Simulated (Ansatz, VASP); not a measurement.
**Hf2Bi2O in VASP and in Ansatz**

File INCAR:

```
SYSTEM = Hf2Bi2O
PREC     = Accurate       ! precision mode
ENCUT    = 600            ! plane-wave cutoff, eV
EDIFF    = 1E-6           ! SCF threshold, eV
ISMEAR   = 0              ! smearing method
SIGMA    = 0.1            ! smearing width, eV
LREAL    = .False.        ! projectors in reciprocal space
LASPH    = .True.         ! aspherical terms in the spheres
NELM     = 100            ! most SCF steps
ALGO     = Normal         ! electronic algorithm
ISIF     = 3              ! what is computed and relaxed
LWAVE    = .False.        ! write WAVECAR
LCHARG   = .False.        ! write CHGCAR
GGA      = PE             ! functional
IBRION   = 2              ! ionic algorithm
NSW      = 90             ! ionic steps
EDIFFG   = -0.04          ! ionic threshold
```

KPOINTS

```
regular mesh
0
Gamma
  6 6 4
  0 0 0
```

Contents of POSCAR:

```
Hf2Bi2O
1.0
    5.2061406669      0.0000000000      0.0000000000
   -2.6030703334      4.5086500732      0.0000000000
    0.0000000000      0.0000000000      5.4377885588
Hf Bi O
2 2 1
Direct
    0.3333333333      0.6666666667      0.2390506933
    0.3333333333      0.6666666667      0.7609493067
    0.6666666667      0.3333333333      0.0000000000
    0.0000000000      0.0000000000      0.0000000000
    0.0000000000      0.0000000000      0.5000000000
```

Input for Ansatz:

```yaml
crystal:
  lattice:
    - [5.2061406669, 0.0, 0.0]
    - [-2.6030703334, 4.5086500732, 0.0]
    - [0.0, 0.0, 5.4377885588]
  atoms:
    - { symbol: Hf, position: [0.3333333333, 0.6666666667, 0.2390506933] }
    - { symbol: Hf, position: [0.3333333333, 0.6666666667, 0.7609493067] }
    - { symbol: Bi, position: [0.6666666667, 0.3333333333, 0.0] }
    - { symbol: Bi, position: [0.0, 0.0, 0.0] }
    - { symbol: O, position: [0.0, 0.0, 0.5] }
basis:
  ecutwfc: 420
kpoints:
  mp_grid: { grid: [6, 6, 4] }
hamiltonian:
  xc: pbe
scf:
  occupations: { method: gaussian, width: 0.1 }
  lower_state_search: "off"
output:
  forces: true
  stress: true
  eigenvalues: true
relax:
  adjacent_minimum: "off"
  f_tol: 0.04
  max_steps: 70
  cell: { stress_tol: 0.4 }
```

Change from the starting cell: species swapped into the La2Cu2I type (P-6m2, No. 187).

Alike in both runs: task relaxation of cell and atoms; functional PBE; k mesh 6 × 6 × 4; occupations gaussian, width 0.1 eV; no spin polarisation.

```csv
,VASP,Ansatz
version,VASP 6.6.1,Ansatz 0.2.0
potentials or method,"VASP PAW PBE potentials, release 64 (Hf_pv, Bi_d, O), cutoff 600 eV","scalar-relativistic, plane waves, PAW"
valence electrons in the cell,56,88
```

|  | VASP | Ansatz | Ansatz less VASP |
| --- | --- | --- | --- |
| gap on the k mesh at the Fermi level, each at its own relaxed structure (eV) | none | none | - |
| relaxed volume (Å³/atom) | 25.27 | 25.33 | +0.056 |
| relaxed cell length with the largest relative difference (Å) | 5.240 | 5.251 | +0.0107 |

A gap of «none» marks a metal or a gap that the smearing closes. VASP's potentials hold 56 valence electrons a cell and Ansatz's 88, so a difference there can come from the potentials and not from the codes.

Spin-orbit coupling is off throughout.
